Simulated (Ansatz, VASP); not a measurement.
**SrO: VASP beside Ansatz**

The input POSCAR:

```
SrO
1.0
    0.0000000000      2.5798923523      2.5798923523
    2.5798923523      0.0000000000      2.5798923523
    2.5798923523      2.5798923523      0.0000000000
Sr O
1 1
Direct
    0.0000000000      0.0000000000      0.0000000000
    0.5000000000      0.5000000000      0.5000000000
```

Contents of INCAR.step1:

```
PREC     = Accurate       # precision mode
ENCUT    = 520            # plane-wave cutoff, eV
ISMEAR   = 0              # smearing method
SIGMA    = 0.01           # smearing width, eV
LREAL    = F              # projectors in reciprocal space
LASPH    = T              # aspherical terms in the spheres
NELM     = 60             # most SCF steps
NBANDS   = 15             # bands
GGA      = PE             # functional
ALGO     = Normal         # electronic algorithm
EDIFF    = 1E-4           # SCF threshold, eV
LWAVE    = T              # write WAVECAR
LCHARG   = F              # write CHGCAR
```

The input INCAR.step2:

```
PREC     = Accurate       # precision mode
ENCUT    = 520            # plane-wave cutoff, eV
EDIFF    = 1E-6           # SCF threshold, eV
ISMEAR   = 0              # smearing method
SIGMA    = 0.01           # smearing width, eV
LREAL    = F              # projectors in reciprocal space
LASPH    = T              # aspherical terms in the spheres
NELM     = 60             # most SCF steps
ALGO     = Normal         # electronic algorithm
ISIF     = 2              # what is computed and relaxed
LWAVE    = F              # write WAVECAR
LCHARG   = T              # write CHGCAR
METAGGA  = R2SCAN         # meta-GGA
LMIXTAU  = T            
LELF     = T              # ELF
LVHAR    = T            
NBANDS   = 15             # bands
ISTART   = 1
```

File KPOINTS:

```
regular mesh
0
Gamma
  8 8 8
```

Input for Ansatz:

```yaml
crystal:
  lattice:
    - [0.0, 2.5798923523, 2.5798923523]
    - [2.5798923523, 0.0, 2.5798923523]
    - [2.5798923523, 2.5798923523, 0.0]
  atoms:
    - { symbol: Sr, position: [0.0, 0.0, 0.0] }
    - { symbol: O, position: [0.5, 0.5, 0.5] }
kpoints:
  mp_grid: { grid: [8, 8, 8] }
  band_path:
    path:
      - [0.0, 0.0, 0.0]
      - [0.5, 0.0, 0.5]
      - [0.625, 0.25, 0.625]
      - [0.375, 0.375, 0.75]
      - [0.5, 0.5, 0.5]
      - [0.5, 0.25, 0.75]
      - [0.0, 0.5, 0.5]
    npoints: 1
hamiltonian:
  xc: r2scan
scf:
  occupations: { method: fixed }
  n_extra_bands: 4
output:
  forces: true
  stress: true
  eigenvalues: true
```

Alike in both runs: task single point; functional r2SCAN; k mesh 8 × 8 × 8; no spin polarisation.

|  | VASP | Ansatz |
| --- | --- | --- |
| version | VASP 6.6.1 | Ansatz 0.2.0 |
| potentials or method | VASP PAW PBE potentials, release 64 (Sr_sv, O) | plane waves, PAW |
| plane-wave cutoff (eV) | 520 | 500 |
| occupations | gaussian, width 0.01 eV | fixed |
| valence electrons in the cell | 16 | 16 |

Ansatz gave:

- gap on the k mesh at the Fermi level (eV): 3.80
- pressure (GPa): 0.0

**Question.** What did VASP give for the same quantities?

**Answer.** gap on the k mesh at the Fermi level (eV): 3.75; pressure (GPa): 0.5.

VASP's potentials were made for PBE, not for r2SCAN.
